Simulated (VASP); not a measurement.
# AlRu (Pm-3m) in VASP: further runs

The runs below take AlRu through single point, with PBE.

Program: VASP 6.6.1. These are calculated values, not measurements. Logs are shortened: lines on timing, memory, paths and dates and some standing lists are left out, and cuts for length are marked.

### Step 1. The cell of the first run

Symmetry: Pm-3m, No. 221, cubic system. Conventional cell: a = 2.839 Å, b = 2.839 Å, c = 2.839 Å, α = 90.00°, β = 90.00°, γ = 90.00°. Within 3.2 Å of Al (site symmetry m-3m) lie 8 Ru at 2.46 Å and 6 Al at 2.84 Å. Within 3.2 Å of Ru (site symmetry m-3m) lie 8 Al at 2.46 Å and 6 Ru at 2.84 Å.

### Step 2. Single point, PBE

INCAR

```
ALGO = Fast
EDIFF = 1E-6
ENCUT = 520
GGA = PE
ISIF = 2
ISMEAR = 0
LASPH = T
LCHARG = F
LREAL = F
LWAVE = F
NBANDS = 16
NELM = 100
PREC = Accurate
SIGMA = 0.1
```

KPOINTS

```
k-points
0
Gamma
  14 14 14
```

POSCAR

```
AlRu
1.0
    2.8388124562      0.0000000000      0.0000000000
    0.0000000000      2.8388124562      0.0000000000
    0.0000000000      0.0000000000      2.8388124562
Al Ru
1 1
Direct
    0.0000000000      0.0000000000      0.0000000000
    0.5000000000      0.5000000000      0.5000000000
```

Potentials or basis: VASP PAW PBE potentials, release 64 (Al, Ru_pv).

Started as:

```
> cat potpaw_PBE.64/Al/POTCAR potpaw_PBE.64/Ru_pv/POTCAR > POTCAR
> mpirun -np 1 vasp_std > vasp.out
```

OUTCAR:

```text
EDIFF = 1E-6
   ENCUT = 520
   GGA = PE
   ISIF = 2
   ISMEAR = 0
   LASPH = T
   LREAL = F
   NELM = 100
   PREC = Accurate

 ion  position               nearest neighbor table
   1  0.000  0.000  0.000-   2 2.46   2 2.46   2 2.46   2 2.46   2 2.46   2 2.46   2 2.46   2 2.46

   2  0.500  0.500  0.500-   1 2.46   1 2.46   1 2.46   1 2.46   1 2.46   1 2.46   1 2.46   1 2.46

  LATTYP: Found a simple cubic cell.
 ALAT       =     2.8388124562

  Lattice vectors:

 A1 = (   2.8388124562,   0.0000000000,   0.0000000000)
 A2 = (   0.0000000000,   2.8388124562,   0.0000000000)
 A3 = (   0.0000000000,   0.0000000000,   2.8388124562)

Analysis of symmetry for initial positions (statically):
=====================================================================
 Subroutine PRICEL returns:
 Original cell was already a primitive cell.

 Routine SETGRP: Setting up the symmetry group for a
 simple cubic supercell.

 Subroutine GETGRP returns: Found 48 space group operations
 (whereof 48 operations were pure point group operations)
 out of a pool of 48 trial point group operations.

The static configuration has the point symmetry O_h .

Analysis of symmetry for dynamics (positions and initial velocities):
=====================================================================
 Subroutine PRICEL returns:
 Original cell was already a primitive cell.

 Routine SETGRP: Setting up the symmetry group for a
 simple cubic supercell.

 Subroutine GETGRP returns: Found 48 space group operations
 (whereof 48 operations were pure point group operations)
 out of a pool of 48 trial point group operations.

The dynamic configuration has the point symmetry O_h .

 Subroutine INISYM returns: Found 48 space group operations
 (whereof 48 operations are pure point group operations),
 and found     1 'primitive' translations

----------------------------------------------------------------------------------------

                                     Primitive cell

  volume of cell :      22.8776

  direct lattice vectors                    reciprocal lattice vectors
     2.838812456  0.000000000  0.000000000     0.352259973  0.000000000  0.000000000
     0.000000000  2.838812456  0.000000000     0.000000000  0.352259973  0.000000000
     0.000000000  0.000000000  2.838812456     0.000000000  0.000000000  0.352259973

  length of vectors
     2.838812456  2.838812456  2.838812456     0.352259973  0.352259973  0.352259973

  position of ions in fractional coordinates (direct lattice)
     0.000000000  0.000000000  0.000000000
     0.500000000  0.500000000  0.500000000

  ion indices of the primitive-cell ions
   primitive index   ion index
                 1           1
                 2           2

----------------------------------------------------------------------------------------

 KPOINTS: k-points

Automatic generation of k-mesh.
 Grid dimensions read from file:
 generate k-points for:   14   14   14

 Generating k-lattice:

  Cartesian coordinates                     Fractional coordinates (reciprocal lattice)
     0.025161427  0.000000000  0.000000000     0.071428571  0.000000000  0.000000000
     0.000000000  0.025161427  0.000000000     0.000000000  0.071428571  0.000000000
     0.000000000  0.000000000  0.025161427     0.000000000  0.000000000  0.071428571

  Length of vectors
     0.025161427  0.025161427  0.025161427

  Shift w.r.t. Gamma in fractional coordinates (k-lattice)
     0.000000000  0.000000000  0.000000000

 Subroutine IBZKPT returns following result:
 ===========================================

 Found    120 irreducible k-points:

 Following reciprocal coordinates:
            Coordinates               Weight
  0.000000  0.000000  0.000000      1.000000
  0.071429  0.000000  0.000000      6.000000
  0.142857  0.000000  0.000000      6.000000
  0.214286  0.000000  0.000000      6.000000
  0.285714  0.000000  0.000000      6.000000
  0.357143  0.000000  0.000000      6.000000
[... 16 lines left out ...]
  0.285714  0.214286  0.000000     24.000000
  0.357143  0.214286  0.000000     24.000000
 [... further k-points ...]
   k-points           NKPTS =    120   k-points in BZ     NKDIM =    120   number of bands    NBANDS=     16
   number of dos      NEDOS =    301   number of ions     NIONS =      2
   total plane-waves  NPLWV =  13824
   dimension x,y,z NGX =    24 NGY =   24 NGZ =   24
   dimension x,y,z NGXF=    48 NGYF=   48 NGZF=   48
   ions per type =               1   1
   NGX,Y,Z   is equivalent  to a cutoff of  14.05, 14.05, 14.05 a.u.
   NGXF,Y,Z  is equivalent  to a cutoff of  28.11, 28.11, 28.11 a.u.
 SYSTEM =  unknown system
   PREC   = accura    normal or accurate (medium, high low for compatibility)
   ISTART =      0    job   : 0-new  1-cont  2-samecut
   ICHARG =      2    charge: 1-file 2-atom 10-const
   ISPIN  =      1    spin polarized calculation?
   LNONCOLLINEAR =      F non collinear calculations
   LSORBIT =      F    spin-orbit coupling
   LASPH  =      T    aspherical Exc in radial PAW
   ENCUT  =  520.0 eV  38.22 Ry    6.18 a.u.   5.28  5.28  5.28*2*pi/ulx,y,z
   NELM   =    100;   NELMIN=  2; NELMDL= -5     # of ELM steps
   EDIFF  = 0.1E-05   stopping-criterion for ELM
   LREAL  =      F    real-space projection
   EDIFFG = 0.1E-04   stopping-criterion for IOM
   NSW    =      0    number of steps for IOM
   IBRION =     -1    ionic relax: 0-MD 1-quasi-New 2-CG
   NFREE  =      0    steps in history (QN), initial steepest desc. (CG)
   ISIF   =      2    stress and relaxation
   ISYM   =      2    0-nonsym 1-usesym 2-fastsym
   POTIM  = 0.5000    time-step for ionic-motion
   TEBEG  =    0.0;   TEEND  =   0.0 temperature during run
   PSTRESS=    0.0 pullay stress
   NELECT =      17.0000    total number of electrons
   NUPDOWN=      -1.0000    fix difference up-down
   EMIN   =  10.00;   EMAX   =-10.00  energy-range for DOS
   EFERMI =   0.00;   METHOD = LEGACY
   ISMEAR =     0;   SIGMA  =   0.10  broadening in eV -4-tet -1-fermi 0-gaus
   EFERMI_NEDOS =   21; number of points for ismear=-14 and -15
   IALGO  =     68    algorithm
   IMIX   =      4    mixing-type and parameters
     AMIX     =   0.40;   BMIX     =  1.00
     AMIX_MAG =   1.60;   BMIX_MAG =  1.00
  volume/ion in A,a.u.               =      11.44        77.19
  Fermi-wavevector in a.u.,A,eV,Ry     =   1.482818  2.802119 29.915788  2.198748
  Thomas-Fermi vector in A             =   2.596557
   LORBIT       =      0    0 simple, 1 ext, 2 COOP (PROOUT), +10 PAW based schemes
   GGA     = PE    functional components
   LHFCALC =     F    Hartree Fock is set to
   AEXX    =    0.0000 exact exchange contribution
   IVDW    =     0    specifies the selected vdW correction
   LEPSILON=     F    determine dielectric tensor
   LRPA    =     F    only Hartree local field effects (RPA)
 non-spin polarized calculation
 RMM-DIIS sequential band-by-band and
 Gauss-broadening in eV      SIGMA  =   0.10
  energy-cutoff  :      520.00
  volume of cell :       22.88
 maximum number of plane-waves:       628
 NGX is ok and might be reduce to    24
   NGX = 11   NGY = 11   NGZ = 11

 number of electron      16.9999999 magnetization

 Free energy of the ion-electron system (eV)
  ---------------------------------------------------
  ext. energy  EPLUGINS =         0.00000000
  ---------------------------------------------------
  free energy    TOTEN  =       -13.68798576 eV

  energy without entropy =      -13.68033311  energy(sigma->0) =      -13.68415944

 E-fermi :  13.1094     XC(G=0): -13.3948

 val. band max:       13.1072805471   @ k =   0.1429   0.0714   0.0714
 cond. band min:      13.1172511815   @ k =   0.3571   0.1429   0.0000
 fundamental gap:      0.0099706343
 Fermi energy:        13.1093634022

 k-point     1 :       0.0000    0.0000    0.0000
  band No.  band energies     occupation
      1     -28.7067      2.00000
      2     -28.7067      2.00000
      3     -28.7067      2.00000
      4       2.4887      2.00000
      5       8.5885      2.00000
      6       8.5885      2.00000
[... 8 lines left out ...]
     15      25.2397      0.00000
     16      31.4262      0.00000

 k-point     2 :       0.0714    0.0000    0.0000
  band No.  band energies     occupation
      1     -28.7257      2.00000
      2     -28.7051      2.00000
      3     -28.7051      2.00000
      4       2.6020      2.00000
      5       8.6310      2.00000
      6       8.6428      2.00000
[... 8 lines left out ...]
     15      25.4726      0.00000
     16      31.7290      0.00000

 k-point     3 :       0.1429    0.0000    0.0000
  band No.  band energies     occupation
      1     -28.7787      2.00000
      2     -28.7006      2.00000
      3     -28.7006      2.00000
      4       2.9347      2.00000
      5       8.7535      2.00000
      6       8.7771      2.00000
[... 8 lines left out ...]
     15      26.3058      0.00000
     16      32.6568      0.00000

 k-point     4 :       0.2143    0.0000    0.0000
  band No.  band energies     occupation
      1     -28.8546      2.00000
      2     -28.6942      2.00000
      3     -28.6942      2.00000
      4       3.4657      2.00000
      5       8.8999      2.00000
      6       8.9399      2.00000
[... 8 lines left out ...]
     15      27.0398      0.00000
     16      31.8643      0.00000
[... 324 lines left out ...]
 k-point    22 :       0.2143    0.2143    0.0000
  band No.  band energies     occupation
      1     -28.8442      2.00000
      2     -28.8337      2.00000
      3     -28.6814      2.00000
      4       4.3494      2.00000
      5       9.0232      2.00000
      6       9.4984      2.00000
[... 8 lines left out ...]
     15      28.7279      0.00000
     16      29.9458      0.00000

 k-point    23 :       0.2857    0.2143    0.0000
  band No.  band energies     occupation
      1     -28.9210      2.00000
      2     -28.8297      2.00000
      3     -28.6741      2.00000
      4       4.9588      2.00000
      5       8.8822      2.00000
      6       9.7585      2.00000
[... 8 lines left out ...]
     15      28.7136      0.00000
     16      29.7986      0.00000

 k-point    24 :       0.3571    0.2143    0.0000
  band No.  band energies     occupation
      1     -28.9936      2.00000
      2     -28.8219      2.00000
      3     -28.6675      2.00000
      4       5.6528      2.00000
      5       8.4848      2.00000
      6       9.9696      2.00000
[... 8 lines left out ...]
     15      27.3877      0.00000
     16      28.8318      0.00000

 [... further k-points ...]

------------------------ aborting loop because EDIFF is reached ----------------------------------------

  FORCE on cell =-STRESS in cart. coord.  units (eV):
  Direction    XX          YY          ZZ          XY          YZ          ZX
  --------------------------------------------------------------------------------------
  -------------------------------------------------------------------------------------
  Total        7.1548973      7.1548973      7.1548973     -0.0000000     -0.0000000      0.0000000
  in kB      501.0763231    501.0763231    501.0763231     -0.0000000     -0.0000000      0.0000000
  external PRESSURE =     501.0763231 kB  Pullay stress =       0.0000000 kB

 VOLUME and BASIS-vectors are now :
 -----------------------------------------------------------------------------
  energy-cutoff  :      520.00
  volume of cell :       22.88
      direct lattice vectors                 reciprocal lattice vectors
     2.838812456  0.000000000  0.000000000     0.352259973  0.000000000  0.000000000
     0.000000000  2.838812456  0.000000000     0.000000000  0.352259973  0.000000000
     0.000000000  0.000000000  2.838812456     0.000000000  0.000000000  0.352259973

 POSITION                                       TOTAL-FORCE (eV/Angst)
 -----------------------------------------------------------------------------------
      0.00000      0.00000      0.00000         0.000000      0.000000      0.000000
      1.41941      1.41941      1.41941         0.000000      0.000000      0.000000
 -----------------------------------------------------------------------------------
    total drift:                                0.000000     -0.000000     -0.000000

  FREE ENERGIE OF THE ION-ELECTRON SYSTEM (eV)
  ---------------------------------------------------
  free  energy   TOTEN  =       -13.6879857638 eV

  energy  without entropy=      -13.6803331145  energy(sigma->0) =      -13.68415944
```

Run time: 44 s. Hardware: 1 thread of Intel Xeon 8259CL, shared host; peak memory 0.17 GiB.

Results:

```
Free energy            : -13.6880 eV
Pressure               : 50.1 GPa
Band gap on the k mesh : zero (an odd number of electrons rules out a gap without spin polarisation)
```

Levels at points of the mesh, in eV from the Fermi level:
| k point | band 7 | band 8 | band 9 | band 10 | band 11 | band 12 |
| --- | --- | --- | --- | --- | --- | --- |
| (0.00, 0.00, 0.00) | 0.23 | 0.23 | 0.23 | 6.90 | 6.90 | 6.90 |
| (0.50, 0.00, 0.00) | -1.98 | -1.98 | 0.57 | 2.95 | 7.28 | 11.86 |
| (0.50, 0.50, 0.00) | -1.51 | -1.44 | -1.44 | 1.97 | 6.46 | 7.98 |
| (0.50, 0.50, 0.50) | 2.10 | 2.10 | 3.57 | 4.57 | 4.57 | 4.57 |

Caveat: the cell stands under pressure.

### Step 3. Single point, PBE

This run uses another cell than the first one, of 12.28 Å³/atom.

INCAR

```
SYSTEM = AlRu
PREC = Accurate ; ENCUT = 520
EDIFF = 1E-7 ; ISMEAR = 0
SIGMA = 0.1 ; LREAL = .False.
LASPH = .True. ; NELM = 100
ALGO = Normal ; ISIF = 2
LWAVE = .False. ; LCHARG = .False.
GGA = PE ; NBANDS = 16
```

KPOINTS

```
regular mesh
0
Gamma
  14 14 14
  0 0 0
```

POSCAR

```
AlRu
1.0
    2.9065762151      0.0000000000      0.0000000000
    0.0000000000      2.9065762151      0.0000000000
    0.0000000000      0.0000000000      2.9065762151
Al Ru
1 1
Direct
    0.0000000000      0.0000000000      0.0000000000
    0.5000000000      0.5000000000      0.5000000000
```

Potentials or basis: VASP PAW PBE potentials, release 64 (Al, Ru_pv).

Started as:

```
> cat potpaw_PBE.64/Al/POTCAR potpaw_PBE.64/Ru_pv/POTCAR > POTCAR
> mpirun -np 1 vasp_std > vasp.out
```

OUTCAR:

```text
SYSTEM = AlRu
   PREC = Accurate
   ENCUT = 520
   EDIFF = 1E-7
   ISMEAR = 0
   LREAL = .False.
   LASPH = .True.
   NELM = 100
   ISIF = 2
   GGA = PE

 ion  position               nearest neighbor table
   1  0.000  0.000  0.000-   2 2.52   2 2.52   2 2.52   2 2.52   2 2.52   2 2.52   2 2.52   2 2.52

   2  0.500  0.500  0.500-   1 2.52   1 2.52   1 2.52   1 2.52   1 2.52   1 2.52   1 2.52   1 2.52

  LATTYP: Found a simple cubic cell.
 ALAT       =     2.9065762151

  Lattice vectors:

 A1 = (   2.9065762151,   0.0000000000,   0.0000000000)
 A2 = (   0.0000000000,   2.9065762151,   0.0000000000)
 A3 = (   0.0000000000,   0.0000000000,   2.9065762151)

Analysis of symmetry for initial positions (statically):
=====================================================================
 Subroutine PRICEL returns:
 Original cell was already a primitive cell.

 Routine SETGRP: Setting up the symmetry group for a
 simple cubic supercell.

 Subroutine GETGRP returns: Found 48 space group operations
 (whereof 48 operations were pure point group operations)
 out of a pool of 48 trial point group operations.

The static configuration has the point symmetry O_h .

Analysis of symmetry for dynamics (positions and initial velocities):
=====================================================================
 Subroutine PRICEL returns:
 Original cell was already a primitive cell.

 Routine SETGRP: Setting up the symmetry group for a
 simple cubic supercell.

 Subroutine GETGRP returns: Found 48 space group operations
 (whereof 48 operations were pure point group operations)
 out of a pool of 48 trial point group operations.

The dynamic configuration has the point symmetry O_h .

 Subroutine INISYM returns: Found 48 space group operations
 (whereof 48 operations are pure point group operations),
 and found     1 'primitive' translations

----------------------------------------------------------------------------------------

                                     Primitive cell

[... 111 lines left out ...]
  volume/ion in A,a.u.               =      12.28        82.85
  Fermi-wavevector in a.u.,A,eV,Ry     =   1.448247  2.736791 28.537139  2.097421
  Thomas-Fermi vector in A             =   2.566110
   LORBIT       =      0    0 simple, 1 ext, 2 COOP (PROOUT), +10 PAW based schemes
   GGA     = PE    functional components
   LHFCALC =     F    Hartree Fock is set to
   AEXX    =    0.0000 exact exchange contribution
   IVDW    =     0    specifies the selected vdW correction
   LEPSILON=     F    determine dielectric tensor
   LRPA    =     F    only Hartree local field effects (RPA)
 non-spin polarized calculation
 Gauss-broadening in eV      SIGMA  =   0.10
  energy-cutoff  :      520.00
  volume of cell :       24.56
 maximum number of plane-waves:       691
 NGX is ok and might be reduce to    24
   NGX = 11   NGY = 11   NGZ = 11

 number of electron      17.0000002 magnetization

 Free energy of the ion-electron system (eV)
  ---------------------------------------------------
  ext. energy  EPLUGINS =         0.00000000
  ---------------------------------------------------
  free energy    TOTEN  =       -14.07487285 eV

  energy without entropy =      -14.06631495  energy(sigma->0) =      -14.07059390

 E-fermi :  11.9867     XC(G=0): -13.0162

 val. band max:       11.9629988237   @ k =   0.0714   0.0714   0.0714
 cond. band min:      11.9892847378   @ k =   0.1429   0.0714   0.0714
 fundamental gap:      0.0262859140
 Fermi energy:        11.9867249972

 k-point     1 :       0.0000    0.0000    0.0000
  band No.  band energies     occupation
      1     -29.8015      2.00000
      2     -29.8015      2.00000
      3     -29.8015      2.00000
      4       1.7993      2.00000
      5       7.9252      2.00000
      6       7.9252      2.00000
[... 433 lines left out ...]
      3     -29.7715      2.00000
      4       4.8202      2.00000
      5       7.6954      2.00000
      6       9.1303      2.00000
[... 8 lines left out ...]
     15      25.4571      0.00000
     16      27.0923      0.00000

 [... further k-points ...]

------------------------ aborting loop because EDIFF is reached ----------------------------------------

  FORCE on cell =-STRESS in cart. coord.  units (eV):
  Direction    XX          YY          ZZ          XY          YZ          ZX
  --------------------------------------------------------------------------------------
  -------------------------------------------------------------------------------------
  Total        3.8361770      3.8361770      3.8361770     -0.0000000     -0.0000000     -0.0000000
  in kB      250.3018598    250.3018598    250.3018598     -0.0000000     -0.0000000     -0.0000000
  external PRESSURE =     250.3018598 kB  Pullay stress =       0.0000000 kB

 VOLUME and BASIS-vectors are now :
 -----------------------------------------------------------------------------
  energy-cutoff  :      520.00
  volume of cell :       24.56
      direct lattice vectors                 reciprocal lattice vectors
     2.906576215  0.000000000  0.000000000     0.344047404  0.000000000  0.000000000
     0.000000000  2.906576215  0.000000000     0.000000000  0.344047404  0.000000000
     0.000000000  0.000000000  2.906576215     0.000000000  0.000000000  0.344047404

 POSITION                                       TOTAL-FORCE (eV/Angst)
 -----------------------------------------------------------------------------------
      0.00000      0.00000      0.00000         0.000000      0.000000      0.000000
      1.45329      1.45329      1.45329         0.000000      0.000000      0.000000
 -----------------------------------------------------------------------------------
    total drift:                                0.000000     -0.000000     -0.000000

  FREE ENERGIE OF THE ION-ELECTRON SYSTEM (eV)
  ---------------------------------------------------
  free  energy   TOTEN  =       -14.0748728465 eV

  energy  without entropy=      -14.0663149537  energy(sigma->0) =      -14.07059390
```

Run time: 46 s. Hardware: 1 thread of Intel Xeon 8259CL, shared host; peak memory 0.17 GiB.

Results:

```yaml
Free_energy: -14.0749 eV
Pressure: 25.0 GPa
Band_gap_on_the_k_mesh: zero (an odd number of electrons rules out a gap without spin polarisation)
```

Caveat: the cell stands under pressure.
